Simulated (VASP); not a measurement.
# Au (Pm-3m) in VASP: further runs, part 2 of 3

VASP 6.6.1.

## 3. Single point, LDA

This run uses another cell than the first one, of 17.13 Å³/atom.

Input file INCAR:

```
SYSTEM = Au
  PREC = Accurate
  ENCUT = 500
  EDIFF = 1E-6
  ISMEAR = -1
  SIGMA = 0.05
  LREAL = .False.
  LASPH = .True.
  NELM = 120
  ALGO = Normal
  ISIF = 2
  LWAVE = .False.
  LCHARG = .True.
  GGA = CA
  LELF = .True.
  LVHAR = .True.
  NBANDS = 12
  GGA_COMPAT = .False.
```

Input file KPOINTS:

```
regular mesh
0
Gamma
  17 17 17
  0 0 0
```

Input file POSCAR:

```
Au
1.0
    2.5778596431      0.0000000000      0.0000000000
    0.0000000000      2.5778596431      0.0000000000
    0.0000000000      0.0000000000      2.5778596431
Au
1
Direct
    0.0000000000      0.0000000000      0.0000000000
```

Potentials or basis: VASP PAW LDA potentials, release 64 (Au).

Started as:

```
$ cat potpaw_LDA.64/Au/POTCAR > POTCAR
$ mpirun -np 1 vasp_std > vasp.out
```

OUTCAR:

```text
SYSTEM = Au
   PREC = Accurate
   ENCUT = 500
   EDIFF = 1E-6
   ISMEAR = -1
   LREAL = .False.
   LASPH = .True.
   NELM = 120
   ISIF = 2
   GGA = CA

 ion  position               nearest neighbor table
   1  0.000  0.000  0.000-

  LATTYP: Found a simple cubic cell.
 ALAT       =     2.5778596431

  Lattice vectors:

 A1 = (   2.5778596431,   0.0000000000,   0.0000000000)
 A2 = (   0.0000000000,   2.5778596431,   0.0000000000)
 A3 = (   0.0000000000,   0.0000000000,   2.5778596431)

Analysis of symmetry for initial positions (statically):
=====================================================================
 Subroutine PRICEL returns:
 Original cell was already a primitive cell.

 Routine SETGRP: Setting up the symmetry group for a
 simple cubic supercell.

 Subroutine GETGRP returns: Found 48 space group operations
 (whereof 48 operations were pure point group operations)
 out of a pool of 48 trial point group operations.

The static configuration has the point symmetry O_h .

Analysis of symmetry for dynamics (positions and initial velocities):
=====================================================================
 Subroutine PRICEL returns:
 Original cell was already a primitive cell.

 Routine SETGRP: Setting up the symmetry group for a
 simple cubic supercell.

 Subroutine GETGRP returns: Found 48 space group operations
 (whereof 48 operations were pure point group operations)
 out of a pool of 48 trial point group operations.

The dynamic configuration has the point symmetry O_h .

 Subroutine INISYM returns: Found 48 space group operations
 (whereof 48 operations are pure point group operations),
 and found     1 'primitive' translations

----------------------------------------------------------------------------------------

                                     Primitive cell

  volume of cell :      17.1308

  direct lattice vectors                    reciprocal lattice vectors
     2.577859643  0.000000000  0.000000000     0.387918715  0.000000000  0.000000000
     0.000000000  2.577859643  0.000000000     0.000000000  0.387918715  0.000000000
     0.000000000  0.000000000  2.577859643     0.000000000  0.000000000  0.387918715

  length of vectors
     2.577859643  2.577859643  2.577859643     0.387918715  0.387918715  0.387918715

  position of ions in fractional coordinates (direct lattice)
     0.000000000  0.000000000  0.000000000

  ion indices of the primitive-cell ions
   primitive index   ion index
                 1           1

----------------------------------------------------------------------------------------

 KPOINTS: regular mesh

Automatic generation of k-mesh.
 Grid dimensions read from file:
 generate k-points for:   17   17   17

 Generating k-lattice:

  Cartesian coordinates                     Fractional coordinates (reciprocal lattice)
     0.022818748  0.000000000  0.000000000     0.058823529  0.000000000  0.000000000
     0.000000000  0.022818748  0.000000000     0.000000000  0.058823529  0.000000000
     0.000000000  0.000000000  0.022818748     0.000000000  0.000000000  0.058823529

  Length of vectors
     0.022818748  0.022818748  0.022818748

  Shift w.r.t. Gamma in fractional coordinates (k-lattice)
     0.000000000  0.000000000  0.000000000

 Subroutine IBZKPT returns following result:
 ===========================================

 Found    165 irreducible k-points:

 Following reciprocal coordinates:
            Coordinates               Weight
  0.000000  0.000000  0.000000      1.000000
  0.058824  0.000000  0.000000      6.000000
  0.117647  0.000000  0.000000      6.000000
  0.176471  0.000000  0.000000      6.000000
  0.235294  0.000000  0.000000      6.000000
  0.294118  0.000000  0.000000      6.000000
[... 16 lines left out ...]
  0.411765  0.117647  0.000000     24.000000
  0.470588  0.117647  0.000000     24.000000
 [... further k-points ...]
   k-points           NKPTS =    165   k-points in BZ     NKDIM =    165   number of bands    NBANDS=     12
   number of dos      NEDOS =    301   number of ions     NIONS =      1
   total plane-waves  NPLWV =   8000
   dimension x,y,z NGX =    20 NGY =   20 NGZ =   20
   dimension x,y,z NGXF=    40 NGYF=   40 NGZF=   40
   ions per type =               1
   NGX,Y,Z   is equivalent  to a cutoff of  12.90, 12.90, 12.90 a.u.
   NGXF,Y,Z  is equivalent  to a cutoff of  25.80, 25.80, 25.80 a.u.
 SYSTEM =  Au
   PREC   = accura    normal or accurate (medium, high low for compatibility)
   ISTART =      0    job   : 0-new  1-cont  2-samecut
   ICHARG =      2    charge: 1-file 2-atom 10-const
   ISPIN  =      1    spin polarized calculation?
   LNONCOLLINEAR =      F non collinear calculations
   LSORBIT =      F    spin-orbit coupling
   LASPH  =      T    aspherical Exc in radial PAW
   ENCUT  =  500.0 eV  36.75 Ry    6.06 a.u.   4.70  4.70  4.70*2*pi/ulx,y,z
   NELM   =    120;   NELMIN=  2; NELMDL= -5     # of ELM steps
   EDIFF  = 0.1E-05   stopping-criterion for ELM
   LREAL  =      F    real-space projection
   EDIFFG = 0.1E-04   stopping-criterion for IOM
   NSW    =      0    number of steps for IOM
   IBRION =     -1    ionic relax: 0-MD 1-quasi-New 2-CG
   NFREE  =      0    steps in history (QN), initial steepest desc. (CG)
   ISIF   =      2    stress and relaxation
   ISYM   =      2    0-nonsym 1-usesym 2-fastsym
   POTIM  = 0.5000    time-step for ionic-motion
   TEBEG  =    0.0;   TEEND  =   0.0 temperature during run
   PSTRESS=    0.0 pullay stress
   NELECT =      11.0000    total number of electrons
   NUPDOWN=      -1.0000    fix difference up-down
   EMIN   =  10.00;   EMAX   =-10.00  energy-range for DOS
   EFERMI =   0.00;   METHOD = LEGACY
   ISMEAR =    -1;   SIGMA  =   0.05  broadening in eV -4-tet -1-fermi 0-gaus
   EFERMI_NEDOS =   21; number of points for ismear=-14 and -15
   IALGO  =     38    algorithm
   IMIX   =      4    mixing-type and parameters
     AMIX     =   0.40;   BMIX     =  1.00
     AMIX_MAG =   1.60;   BMIX_MAG =  1.00
  volume/ion in A,a.u.               =      17.13       115.60
  Fermi-wavevector in a.u.,A,eV,Ry     =   1.412363  2.668980 27.140499  1.994770
  Thomas-Fermi vector in A             =   2.534120
   LORBIT       =      0    0 simple, 1 ext, 2 COOP (PROOUT), +10 PAW based schemes
   GGA     = CA    functional components
   LHFCALC =     F    Hartree Fock is set to
   AEXX    =    0.0000 exact exchange contribution
   IVDW    =     0    specifies the selected vdW correction
   LEPSILON=     F    determine dielectric tensor
   LRPA    =     F    only Hartree local field effects (RPA)
 non-spin polarized calculation
  energy-cutoff  :      500.00
  volume of cell :       17.13
 maximum number of plane-waves:       461
 NGX is ok and might be reduce to    20
   NGX =  9   NGY =  9   NGZ =  9

 number of electron      10.9999996 magnetization

 Free energy of the ion-electron system (eV)
  ---------------------------------------------------
  ext. energy  EPLUGINS =         0.00000000
  ---------------------------------------------------
  free energy    TOTEN  =        -4.05520583 eV

  energy without entropy =       -4.05118612  energy(sigma->0) =       -4.05319598

 E-fermi :   8.8986     XC(G=0): -12.8238

 val. band max:        8.8954793028   @ k =   0.4118   0.2941   0.0000
 cond. band min:       8.9036300920   @ k =   0.4706   0.4706   0.1765
 fundamental gap:      0.0081507892
 Fermi energy:         8.8985918345

 k-point     1 :       0.0000    0.0000    0.0000
  band No.  band energies     occupation
      1      -0.6443      2.00000
      2       1.7282      2.00000
      3       1.7282      2.00000
      4       7.4929      2.00000
      5       7.4929      2.00000
      6       7.4929      2.00000
      7      23.7078      0.00000
      8      23.7078      0.00000
      9      23.7078      0.00000
     10      29.6361      0.00000
     11      32.2721      0.00000
     12      32.2721      0.00000
[... 331 lines left out ...]
 k-point    24 :       0.4706    0.1176    0.0000
  band No.  band energies     occupation
      1       2.0699      2.00000
      2       2.6936      2.00000
      3       4.4982      2.00000
      4       5.5188      2.00000
      5       7.4087      2.00000
      6       8.4280      1.99984
      7      12.1129      0.00000
      8      25.4206      0.00000
      9      27.1915      0.00000
     10      28.1385      0.00000
     11      30.5444      0.00000
     12      35.5424      0.00000

 [... further k-points ...]

------------------------ aborting loop because EDIFF is reached ----------------------------------------

  FORCE on cell =-STRESS in cart. coord.  units (eV):
  Direction    XX          YY          ZZ          XY          YZ          ZX
  --------------------------------------------------------------------------------------
  -------------------------------------------------------------------------------------
  Total        2.2093945      2.2093945      2.2093945      0.0000000      0.0000000     -0.0000000
  in kB      206.6360255    206.6360255    206.6360255      0.0000000      0.0000000     -0.0000000
  external PRESSURE =     206.6360255 kB  Pullay stress =       0.0000000 kB

 VOLUME and BASIS-vectors are now :
 -----------------------------------------------------------------------------
  energy-cutoff  :      500.00
  volume of cell :       17.13
      direct lattice vectors                 reciprocal lattice vectors
     2.577859643  0.000000000  0.000000000     0.387918715  0.000000000  0.000000000
     0.000000000  2.577859643  0.000000000     0.000000000  0.387918715  0.000000000
     0.000000000  0.000000000  2.577859643     0.000000000  0.000000000  0.387918715

 POSITION                                       TOTAL-FORCE (eV/Angst)
 -----------------------------------------------------------------------------------
      0.00000      0.00000      0.00000         0.000000      0.000000      0.000000
 -----------------------------------------------------------------------------------
    total drift:                                0.000000      0.000000      0.000000

  FREE ENERGIE OF THE ION-ELECTRON SYSTEM (eV)
  ---------------------------------------------------
  free  energy   TOTEN  =        -4.0552058302 eV

  energy  without entropy=       -4.0511861224  energy(sigma->0) =       -4.05319598
```

OSZICAR:

```text
N       E                     dE             d eps       ncg     rms          rms(c)
DAV:   1     0.466731168987E+02    0.46673E+02   -0.54966E+03  4240   0.788E+02
DAV:   2    -0.381041278361E+01   -0.50484E+02   -0.47982E+02  4648   0.184E+02
DAV:   3    -0.443206268125E+01   -0.62165E+00   -0.62124E+00  4716   0.198E+01
DAV:   4    -0.443439980816E+01   -0.23371E-02   -0.23370E-02  4500   0.136E+00
DAV:   5    -0.443441857610E+01   -0.18768E-04   -0.18769E-04  4752   0.117E-01    0.112E+01
DAV:   6    -0.408508689666E+01    0.34933E+00   -0.94262E-01  4208   0.772E+00    0.712E+00
DAV:   7    -0.406000651105E+01    0.25080E-01   -0.47448E-02  4592   0.174E+00    0.341E+00
DAV:   8    -0.405520838257E+01    0.47981E-02   -0.24113E-03  4464   0.477E-01    0.257E-01
DAV:   9    -0.405520459252E+01    0.37900E-05   -0.24310E-05  4480   0.449E-02    0.340E-02
DAV:  10    -0.405520583112E+01   -0.12386E-05   -0.14116E-06  4580   0.939E-03    0.120E-03
DAV:  11    -0.405520583021E+01    0.90927E-09   -0.31398E-08  2232   0.141E-03
   1 F= -.40552058E+01 E0= -.40531960E+01  d E =-.401971E-02
```

stdout:

```text
POSCAR found type information on POSCAR Au
 POSCAR found :  1 types and       1 ions
 scaLAPACK will be used
 LDA part: xc-table for (Slater(with rela. corr.)+CA(PZ))
 , standard interpolation
 POSCAR, INCAR and KPOINTS ok, starting setup
 FFT: planning ... GRIDC
 FFT: planning ... GRID_SOFT
 FFT: planning ... GRID
 WAVECAR not read
 entering main loop
```

Wall time 26 s (1 thread of Intel Xeon 8259CL, shared host); peak memory 0.14 GiB.

What came out:

```yaml
Free_energy: -4.0552 eV
Pressure: 20.7 GPa
Band_gap_on_the_k_mesh: zero (an odd number of electrons rules out a gap without spin polarisation)
```

Levels at points of the mesh, in eV from the Fermi level:
```
           k point  band 4  band 5  band 6  band 7  band 8  band 9
(0.00, 0.00, 0.00)   -1.41   -1.41   -1.41   14.81   14.81   14.81
```

Caveat: the cell stands under pressure; spin-orbit coupling is left out, which moves the levels of the heavy elements.

## 4. Single point, LDA

This run uses another cell than the first one, of 17.91 Å³/atom.

Input file INCAR:

```
PREC = Accurate ; ENCUT = 500
EDIFF = 1E-6 ; ISMEAR = -1
SIGMA = 0.05 ; LREAL = F
LASPH = T ; NELM = 120
ALGO = Normal ; ISIF = 2
LWAVE = F ; LCHARG = T
GGA = CA ; LELF = T
LVHAR = T ; NBANDS = 12
GGA_COMPAT = F
```

Input file KPOINTS:

```
Automatic mesh
0
Gamma
  17 17 17
```

Input file POSCAR:

```
Au
1.0
    2.6161767597      0.0000000000      0.0000000000
    0.0000000000      2.6161767597      0.0000000000
    0.0000000000      0.0000000000      2.6161767597
Au
1
Direct
    0.0000000000      0.0000000000      0.0000000000
```

Started as:

```
$ cat potpaw_LDA.64/Au/POTCAR > POTCAR
$ mpirun -np 1 vasp_std > vasp.out
```

It took 19 s on 1 thread of Intel Xeon 8259CL, shared host; peak memory 0.14 GiB.

Results (log left out):

```yaml
Free_energy: -4.1302 eV
Pressure: 10.6 GPa
Band_gap_on_the_k_mesh: zero (an odd number of electrons rules out a gap without spin polarisation)
```

Levels at points of the mesh, in eV from the Fermi level:
```
           k point  band 3  band 4  band 5  band 6  band 7  band 8  band 9  band 10
(0.00, 0.00, 0.00)   -6.73   -1.36   -1.36   -1.36   14.62   14.62   14.62    20.29
```

Caveat: the cell stands under pressure; spin-orbit coupling is left out, which moves the levels of the heavy elements.

(Part 2 of 3 ends here.)
